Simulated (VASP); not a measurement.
Write the native input for VASP 6.6.1 that does the following.

```yaml
Task: electric field gradients
Functional: PBE
Potentials_or_basis: VASP PAW PBE potentials, release 64 (O)
Cutoff: 520 eV
k_mesh: 15 × 15 × 11
Occupations: fermi-dirac, width 0.01 eV
Spin: no spin polarisation
Dipole_correction: no
Further_INCAR_settings: ALGO = Normal; EDIFF = 1e-08; NBANDS = 13
```

The structure of O lies in POSCAR:

```
O
1.0
    2.7015000000     -1.7145000000      0.0000000000
    2.7015000000      1.7145000000      0.0000000000
   -1.9649900000      0.0000000000      3.7479900000
O
2
Direct
    0.0640000000      0.0640000000      0.1530000000
    0.9360000000      0.9360000000      0.8470000000
```

The input as run:

INCAR

```
SYSTEM = O
PREC = Accurate ; ENCUT = 520
EDIFF = 1E-8 ; ISMEAR = -1
SIGMA = 0.01 ; LREAL = .FALSE.
LASPH = .TRUE. ; NELM = 80
ALGO = Normal ; ISIF = 2
LWAVE = .FALSE. ; LCHARG = .FALSE.
GGA = PE ; LEFG = .TRUE.
NBANDS = 13
```

KPOINTS

```
regular mesh
0
G
  15 15 11
  0 0 0
```

Potentials or basis: VASP PAW PBE potentials, release 64 (O).

Command:

```bash
$ cat potpaw_PBE.64/O/POTCAR > POTCAR
$ mpirun -np 1 vasp_std > vasp.out
```

Results of the run:

The pressure is 11.0 GPa. The largest force is 7.999 eV/Å, the band gap on the k mesh is zero (bands 6 and 7 overlap by 0.61 eV) and the largest electric field gradient by atom is O +114.3 V/Å².

Caveat: the standard files for N, O and F lose accuracy on very short bonds; spin is off for a triplet molecule; the stress differs along the axes, from -5 to 42 GPa; this functional lacks dispersion, which holds the molecules together, so the pressure and a relaxed volume are unreliable; without QUAD_EFG the Cq values of the log hold for a quadrupole moment of 1 mb, not for the nuclei; forces of over 1 eV/Å act on the atoms, so gaps and moduli don't describe the material at rest.

Wall time 4.3 min on 1 thread of Intel Xeon 8259CL, with other jobs on the host, peak memory 0.32 GiB.
